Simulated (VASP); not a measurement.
# Si3O2 (P6_3/mmc) in VASP: notebook

Runs on Si3O2. Level: PBE. Tasks: single point.

All numbers are computed with VASP 6.6.1; they aren't measurements. Logs are shortened: lines on timing, memory, paths and dates and some standing lists are left out, and cuts for length are marked.

### 1 The cell of the first run

The structure is hexagonal, space group P6_3/mmc (No. 194). Conventional cell: a = 3.545 Å, b = 3.545 Å, c = 10.601 Å, α = 90.00°, β = 90.00°, γ = 120.00°. Within 3.1 Å of Si (site symmetry -6m2) lie 6 O at 2.34 Å and 6 Si at 2.80 Å. Within 2.9 Å of Si (site symmetry 3m) lie 4 O at 2.19 to 2.26 Å and 6 Si at 2.53 to 2.80 Å. O (site symmetry 3m) has 7 Si at 2.19 to 2.34 Å and 1 O at 2.27 Å within 2.9 Å.

### 2 Single point, PBE

Input file INCAR:

```
SYSTEM = Si3O2
PREC = Accurate
ENCUT = 520
EDIFF = 1E-6
ISMEAR = 0
SIGMA = 0.1
LREAL = .False.
LASPH = .True.
NELM = 80
ALGO = Normal
ISIF = 2
LWAVE = .False.
LCHARG = .False.
GGA = PE
NBANDS = 35
```

Input file KPOINTS:

```
regular mesh
0
Gamma
  6 6 2
  0 0 0
```

Input file POSCAR:

```
Si3O2
1.0
    3.5450949600      0.0000000000      0.0000000000
   -1.7725474800      3.0701423000      0.0000000000
    0.0000000000      0.0000000000     10.6009343500
Si O
6 4
Direct
    0.0000000000      0.0000000000      0.2500000000
    0.0000000000      0.0000000000      0.7500000000
    0.3333333300      0.6666666700      0.9300000100
    0.6666666700      0.3333333300      0.4300000100
    0.3333333300      0.6666666700      0.5699999900
    0.6666666700      0.3333333300      0.0699999900
    0.3333333300      0.6666666700      0.1430000100
    0.6666666700      0.3333333300      0.6430000100
    0.3333333300      0.6666666700      0.3569999900
    0.6666666700      0.3333333300      0.8569999900
```

Potentials or basis: VASP PAW PBE potentials, release 64 (Si, O).

Launch:

```console
cat potpaw_PBE.64/Si/POTCAR potpaw_PBE.64/O/POTCAR > POTCAR
mpirun -np 1 vasp_std > vasp.out
```

OUTCAR:

```text
SYSTEM = Si3O2
   PREC = Accurate
   ENCUT = 520
   EDIFF = 1E-6
   ISMEAR = 0
   LREAL = .False.
   LASPH = .True.
   NELM = 80
   ISIF = 2
   GGA = PE

 ion  position               nearest neighbor table
   1  0.000  0.000  0.250-   7 2.34   9 2.34   7 2.34   9 2.34   7 2.34   9 2.34   4 2.80   6 2.80
                             4 2.80   6 2.80   4 2.80   6 2.80
   2  0.000  0.000  0.750-   8 2.34  10 2.34   8 2.34  10 2.34   8 2.34  10 2.34   3 2.80   5 2.80
                             3 2.80   5 2.80   3 2.80   5 2.80
   3  0.333  0.667  0.930-  10 2.19  10 2.19  10 2.19   7 2.26   6 2.53   6 2.53   6 2.53   2 2.80
                             2 2.80   2 2.80
   4  0.667  0.333  0.430-   9 2.19   9 2.19   9 2.19   8 2.26   5 2.53   5 2.53   5 2.53   1 2.80
                             1 2.80   1 2.80
   5  0.333  0.667  0.570-   8 2.19   8 2.19   8 2.19   9 2.26   4 2.53   4 2.53   4 2.53   2 2.80
                             2 2.80   2 2.80
   6  0.667  0.333  0.070-   7 2.19   7 2.19   7 2.19  10 2.26   3 2.53   3 2.53   3 2.53   1 2.80
                             1 2.80   1 2.80
   7  0.333  0.667  0.143-   6 2.19   6 2.19   6 2.19   3 2.26   1 2.34   1 2.34   1 2.34
   8  0.667  0.333  0.643-   5 2.19   5 2.19   5 2.19   4 2.26   2 2.34   2 2.34   2 2.34
   9  0.333  0.667  0.357-   4 2.19   4 2.19   4 2.19   5 2.26   1 2.34   1 2.34   1 2.34
  10  0.667  0.333  0.857-   3 2.19   3 2.19   3 2.19   6 2.26   2 2.34   2 2.34   2 2.34

  LATTYP: Found a hexagonal cell.
 ALAT       =     3.5450949600
 C/A-ratio  =     2.9903104062

  Lattice vectors:

 A1 = (   3.5450949600,   0.0000000000,   0.0000000000)
 A2 = (  -1.7725474800,   3.0701423000,   0.0000000000)
 A3 = (   0.0000000000,   0.0000000000,  10.6009343500)

Analysis of symmetry for initial positions (statically):
=====================================================================
 Subroutine PRICEL returns:
 Original cell was already a primitive cell.

 Routine SETGRP: Setting up the symmetry group for a
 hexagonal supercell.

 Subroutine GETGRP returns: Found 24 space group operations
 (whereof 12 operations were pure point group operations)
 out of a pool of 24 trial point group operations.

The static configuration has the point symmetry D_3d.
 The point group associated with its full space group is D_6h.

Analysis of symmetry for dynamics (positions and initial velocities):
=====================================================================
 Subroutine PRICEL returns:
 Original cell was already a primitive cell.

 Routine SETGRP: Setting up the symmetry group for a
 hexagonal supercell.

 Subroutine GETGRP returns: Found 24 space group operations
 (whereof 12 operations were pure point group operations)
 out of a pool of 24 trial point group operations.

The dynamic configuration has the point symmetry D_3d.
 The point group associated with its full space group is D_6h.

 Subroutine INISYM returns: Found 24 space group operations
 (whereof 12 operations are pure point group operations),
 and found     1 'primitive' translations

----------------------------------------------------------------------------------------

                                     Primitive cell

  volume of cell :     115.3800

  direct lattice vectors                    reciprocal lattice vectors
     3.545094960  0.000000000  0.000000000     0.282079891  0.162858901  0.000000000
    -1.772547480  3.070142300  0.000000000     0.000000000  0.325717801  0.000000000
     0.000000000  0.000000000 10.600934350     0.000000000  0.000000000  0.094331308

  length of vectors
     3.545094960  3.545094965 10.600934350     0.325717802  0.325717801  0.094331308

  position of ions in fractional coordinates (direct lattice)
     0.000000000  0.000000000  0.250000000
     0.000000000  0.000000000  0.750000000
     0.333333330  0.666666670  0.930000010
     0.666666670  0.333333330  0.430000010
     0.333333330  0.666666670  0.569999990
     0.666666670  0.333333330  0.069999990
     0.333333330  0.666666670  0.143000010
     0.666666670  0.333333330  0.643000010
     0.333333330  0.666666670  0.356999990
     0.666666670  0.333333330  0.856999990

  ion indices of the primitive-cell ions
   primitive index   ion index
                 1           1
                 2           2
                 3           3
                 4           4
                 5           5
                 6           6
                 7           7
                 8           8
                 9           9
                10          10

----------------------------------------------------------------------------------------

 KPOINTS: regular mesh

Automatic generation of k-mesh.
 Grid dimensions read from file:
 generate k-points for:    6    6    2

 Generating k-lattice:

  Cartesian coordinates                     Fractional coordinates (reciprocal lattice)
     0.047013315  0.027143150  0.000000000     0.166666667  0.000000000  0.000000000
     0.000000000  0.054286300  0.000000000     0.000000000  0.166666667  0.000000000
     0.000000000  0.000000000  0.047165654     0.000000000  0.000000000  0.500000000

  Length of vectors
     0.054286300  0.054286300  0.047165654

  Shift w.r.t. Gamma in fractional coordinates (k-lattice)
     0.000000000  0.000000000  0.000000000

 Subroutine IBZKPT returns following result:
 ===========================================

 Found     14 irreducible k-points:

 Following reciprocal coordinates:
            Coordinates               Weight
  0.000000  0.000000  0.000000      1.000000
  0.166667  0.000000  0.000000      6.000000
  0.333333  0.000000  0.000000      6.000000
  0.500000  0.000000  0.000000      3.000000
  0.166667  0.166667  0.000000      6.000000
  0.333333  0.166667  0.000000     12.000000
  0.333333  0.333333  0.000000      2.000000
  0.000000  0.000000  0.500000      1.000000
  0.166667  0.000000  0.500000      6.000000
  0.333333  0.000000  0.500000      6.000000
  0.500000  0.000000  0.500000      3.000000
  0.166667  0.166667  0.500000      6.000000
  0.333333  0.166667  0.500000     12.000000
  0.333333  0.333333  0.500000      2.000000
   k-points           NKPTS =     14   k-points in BZ     NKDIM =     14   number of bands    NBANDS=     35
   number of dos      NEDOS =    301   number of ions     NIONS =     10
   total plane-waves  NPLWV =  62720
   dimension x,y,z NGX =    28 NGY =   28 NGZ =   80
   dimension x,y,z NGXF=    56 NGYF=   56 NGZF=  160
   ions per type =               6   4
   NGX,Y,Z   is equivalent  to a cutoff of  13.13, 13.13, 12.55 a.u.
   NGXF,Y,Z  is equivalent  to a cutoff of  26.26, 26.26, 25.09 a.u.
 SYSTEM =  Si3O2
   PREC   = accura    normal or accurate (medium, high low for compatibility)
   ISTART =      0    job   : 0-new  1-cont  2-samecut
   ICHARG =      2    charge: 1-file 2-atom 10-const
   ISPIN  =      1    spin polarized calculation?
   LNONCOLLINEAR =      F non collinear calculations
   LSORBIT =      F    spin-orbit coupling
   LASPH  =      T    aspherical Exc in radial PAW
   ENCUT  =  520.0 eV  38.22 Ry    6.18 a.u.   6.59  6.59 19.71*2*pi/ulx,y,z
   NELM   =     80;   NELMIN=  2; NELMDL= -5     # of ELM steps
   EDIFF  = 0.1E-05   stopping-criterion for ELM
   LREAL  =      F    real-space projection
   EDIFFG = 0.1E-04   stopping-criterion for IOM
   NSW    =      0    number of steps for IOM
   IBRION =     -1    ionic relax: 0-MD 1-quasi-New 2-CG
   NFREE  =      0    steps in history (QN), initial steepest desc. (CG)
   ISIF   =      2    stress and relaxation
   ISYM   =      2    0-nonsym 1-usesym 2-fastsym
   POTIM  = 0.5000    time-step for ionic-motion
   TEBEG  =    0.0;   TEEND  =   0.0 temperature during run
   PSTRESS=    0.0 pullay stress
   NELECT =      48.0000    total number of electrons
   NUPDOWN=      -1.0000    fix difference up-down
   EMIN   =  10.00;   EMAX   =-10.00  energy-range for DOS
   EFERMI =   0.00;   METHOD = LEGACY
   ISMEAR =     0;   SIGMA  =   0.10  broadening in eV -4-tet -1-fermi 0-gaus
   EFERMI_NEDOS =   21; number of points for ismear=-14 and -15
   IALGO  =     38    algorithm
   IMIX   =      4    mixing-type and parameters
     AMIX     =   0.40;   BMIX     =  1.00
     AMIX_MAG =   1.60;   BMIX_MAG =  1.00
  volume/ion in A,a.u.               =      11.54        77.86
  Fermi-wavevector in a.u.,A,eV,Ry     =   1.222114  2.309461 20.321155  1.493563
  Thomas-Fermi vector in A             =   2.357272
   LORBIT       =      0    0 simple, 1 ext, 2 COOP (PROOUT), +10 PAW based schemes
   GGA     = PE    functional components
   LHFCALC =     F    Hartree Fock is set to
   AEXX    =    0.0000 exact exchange contribution
   IVDW    =     0    specifies the selected vdW correction
   LEPSILON=     F    determine dielectric tensor
   LRPA    =     F    only Hartree local field effects (RPA)
 non-spin polarized calculation
 Gauss-broadening in eV      SIGMA  =   0.10
  energy-cutoff  :      520.00
  volume of cell :      115.38
 maximum number of plane-waves:      3147
 NGX is ok and might be reduce to    28
   NGX = 13   NGY = 13   NGZ = 39

 number of electron      47.9999987 magnetization

 Free energy of the ion-electron system (eV)
  ---------------------------------------------------
  ext. energy  EPLUGINS =         0.00000000
  ---------------------------------------------------
  free energy    TOTEN  =       -46.42594061 eV

  energy without entropy =      -46.39501453  energy(sigma->0) =      -46.41047757

 E-fermi :   9.2160     XC(G=0): -11.3934

 val. band max:        9.2089786523   @ k =   0.3333   0.3333   0.0000
 cond. band min:       9.2277331315   @ k =   0.3333   0.3333   0.5000
 fundamental gap:      0.0187544792
 Fermi energy:         9.2160097360

 k-point     1 :       0.0000    0.0000    0.0000
  band No.  band energies     occupation
      1     -11.7567      2.00000
      2     -11.4015      2.00000
      3     -10.8116      2.00000
      4     -10.3073      2.00000
      5      -1.7896      2.00000
      6      -0.7289      2.00000
[... 27 lines left out ...]
     34      13.3331      0.00000
     35      13.7722      0.00000
[... 463 lines left out ...]
      5      -0.9036      2.00000
      6      -0.9036      2.00000
[... 27 lines left out ...]
     34      13.0704      0.00000
     35      15.6691      0.00000

------------------------ aborting loop because EDIFF is reached ----------------------------------------

  FORCE on cell =-STRESS in cart. coord.  units (eV):
  Direction    XX          YY          ZZ          XY          YZ          ZX
  --------------------------------------------------------------------------------------
  -------------------------------------------------------------------------------------
  Total        9.8739600      9.8739600     23.5691220      0.0000000      0.0000000     -0.0000000
  in kB      137.1107237    137.1107242    327.2830119      0.0000000      0.0000000     -0.0000000
  external PRESSURE =     200.5014866 kB  Pullay stress =       0.0000000 kB

 VOLUME and BASIS-vectors are now :
 -----------------------------------------------------------------------------
  energy-cutoff  :      520.00
  volume of cell :      115.38
      direct lattice vectors                 reciprocal lattice vectors
     3.545094960  0.000000000  0.000000000     0.282079891  0.162858901  0.000000000
    -1.772547480  3.070142300  0.000000000     0.000000000  0.325717801  0.000000000
     0.000000000  0.000000000 10.600934350     0.000000000  0.000000000  0.094331308

 POSITION                                       TOTAL-FORCE (eV/Angst)
 -----------------------------------------------------------------------------------
      0.00000      0.00000      2.65023        -0.000000      0.000000      0.000000
      0.00000      0.00000      7.95070        -0.000000      0.000000      0.000000
     -0.00000      2.04676      9.85887         0.000000     -0.000000     -0.924928
      1.77255      1.02338      4.55840        -0.000000     -0.000000     -0.924928
     -0.00000      2.04676      6.04253        -0.000000     -0.000000      0.924928
      1.77255      1.02338      0.74207        -0.000000      0.000000      0.924928
     -0.00000      2.04676      1.51593        -0.000000      0.000000     -0.331094
      1.77255      1.02338      6.81640         0.000000     -0.000000     -0.331094
     -0.00000      2.04676      3.78453        -0.000000      0.000000      0.331094
      1.77255      1.02338      9.08500         0.000000     -0.000000      0.331094
 -----------------------------------------------------------------------------------
    total drift:                               -0.000033      0.000019     -0.000009

  FREE ENERGIE OF THE ION-ELECTRON SYSTEM (eV)
  ---------------------------------------------------
  free  energy   TOTEN  =       -46.4259406106 eV

  energy  without entropy=      -46.3950145313  energy(sigma->0) =      -46.41047757
```

It took 48 s on 1 thread of Intel Xeon Platinum 8488C (Sapphire Rapids), shared host; peak memory 0.24 GiB.

Results:

```yaml
Free_energy: -46.4259 eV
Pressure: 20.1 GPa
Largest_force: 0.925 eV/Å
Band_gap_on_the_k_mesh: zero (band 24 reaches 9.80 eV, above the bottom of band 25 at 8.98 eV)
```

Forces in eV/Å, atoms in the order of the input:
```
Si   0.000  0.000  0.000
Si   0.000  0.000  0.000
Si   0.000  0.000 -0.925
Si   0.000  0.000 -0.925
Si   0.000  0.000  0.925
Si   0.000  0.000  0.925
O    0.000  0.000 -0.331
O    0.000  0.000 -0.331
O    0.000  0.000  0.331
O    0.000  0.000  0.331
```

### 3 Single point, PBE

This run uses another cell than the first one, of 15.64 Å³/atom, 1.355 times its volume.

Input file INCAR:

```
PREC = Accurate ; ENCUT = 520
EDIFF = 1E-7 ; ISMEAR = 0
SIGMA = 0.1 ; LREAL = F
LASPH = T ; NELM = 60
ALGO = Normal ; ISIF = 2
LWAVE = F ; LCHARG = F
GGA = PE ; NBANDS = 35
```

Input file KPOINTS:

```
Automatic mesh
0
Gamma
  6 6 2
```

Input file POSCAR:

```
Si3O2
1.0
    2.7163323570      0.0000000000      0.0000000000
   -1.3581661785      2.3524128263      0.0000000000
    0.0000000000      0.0000000000     24.4709967472
Si O
6 4
Direct
    0.0000000000      0.0000000000      0.2500000000
    0.0000000000      0.0000000000      0.7500000000
    0.3333333333      0.6666666667      0.9602996535
    0.6666666667      0.3333333333      0.4602996535
    0.3333333333      0.6666666667      0.5397003465
    0.6666666667      0.3333333333      0.0397003465
    0.3333333333      0.6666666667      0.0791994191
    0.6666666667      0.3333333333      0.5791994191
    0.3333333333      0.6666666667      0.4208005809
    0.6666666667      0.3333333333      0.9208005809
```

Potentials or basis: VASP PAW PBE potentials, release 64 (Si, O).

Launch:

```console
cat potpaw_PBE.64/Si/POTCAR potpaw_PBE.64/O/POTCAR > POTCAR
mpirun -np 1 vasp_std > vasp.out
```

Run time: 94 s. Hardware: 1 thread of Intel Xeon Platinum 8488C (Sapphire Rapids), shared host; peak memory 0.27 GiB.

Results (log left out):

* Free energy: -59.4609 eV
* Pressure: 0.2 GPa
* Largest force: 0.029 eV/Å
* Band gap on the k mesh: zero (band 24 reaches 6.39 eV, above the bottom of band 25 at 3.41 eV)

Forces in eV/Å, atoms in the order of the input:
```
Si   0.000  0.000  0.000
Si   0.000  0.000  0.000
Si   0.000  0.000  0.018
Si   0.000  0.000  0.018
Si   0.000  0.000 -0.018
Si   0.000  0.000 -0.018
O    0.000  0.000  0.029
O    0.000  0.000  0.029
O    0.000  0.000 -0.029
O    0.000  0.000 -0.029
```

Levels at points of the mesh, in eV from the Fermi level:
```
           k point  band 21  band 22  band 23  band 24  band 25  band 26  band 27  band 28
(0.00, 0.00, 0.00)    -2.78    -2.71    -0.65    -0.55     2.13     2.23     3.93     4.03
(0.50, 0.00, 0.00)    -4.39    -4.38    -3.80    -3.80     1.36     1.36     2.15     2.19
(0.00, 0.00, 0.50)    -2.74    -2.74    -0.60    -0.60     2.18     2.18     3.98     3.98
(0.50, 0.00, 0.50)    -4.38    -4.38    -3.80    -3.80     1.36     1.36     2.16     2.16
```

Caveat: the k points lie up to 0.45 Å⁻¹ apart.

[end of part 1 of 2]
